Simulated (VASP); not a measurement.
The system is Ca.

```
CELL_PARAMETERS angstrom
3.38234 0.00000 0.00000
-1.69117 2.92919 0.00000
0.00000 0.00000 6.44517
ATOMIC_POSITIONS crystal
Ca 0.33333 0.66667 0.25000
Ca 0.66667 0.33333 0.75000
```

This isn't the form of Ca at room conditions, which is fcc.

| Quantity | Value |
| --- | --- |
| Program | VASP 6.6.1 |
| Task | relaxation of cell and atoms |
| Functional | PBEsol |
| Potentials or basis | VASP PAW PBE potentials, release 64 (Ca_sv) |
| Cutoff | 500 eV |
| k mesh | 12 × 12 × 8 |
| Occupations | gaussian, width 0.1 eV |
| Spin | no spin polarisation |

At the start: pressure 6.5 GPa; volume 31.93 Å³/atom.

How do energy, volume and symmetry change on relaxing?

Over 7 steps the energy falls by 227.9 meV/atom and the volume is 40.78 Å³/atom (+27.7 %); space group P6_3/mmc (No. 194, to 0.1 Å) before and after.

The path:
```csv
step,energy change (eV),largest force (eV/Å),pressure (GPa),volume (Å³)
1,0.0000,0.0000,6.50,63.86
2,-0.4147,0.0000,1.31,76.40
3,-0.4499,0.0000,0.11,81.02
4,-0.4521,0.0000,-0.21,82.48
5,-0.4520,0.0000,-0.30,82.87
6,-0.4550,0.0000,-0.14,82.12
7,-0.4558,0.0000,-0.01,81.56
```

Final structure:
```
Ca
1.0
     3.85185    0.00000    0.00000
    -1.92593    3.33580    0.00000
     0.00000    0.00000    6.34760
Ca
2
Direct
  0.33333 0.66667 0.25000
  0.66667 0.33333 0.75000
```

Caveat: the volume moved by over 15 % at a fixed basis, so the end points are rough; the PAW data sets were made with another functional, which shifts forces and pressure a little.
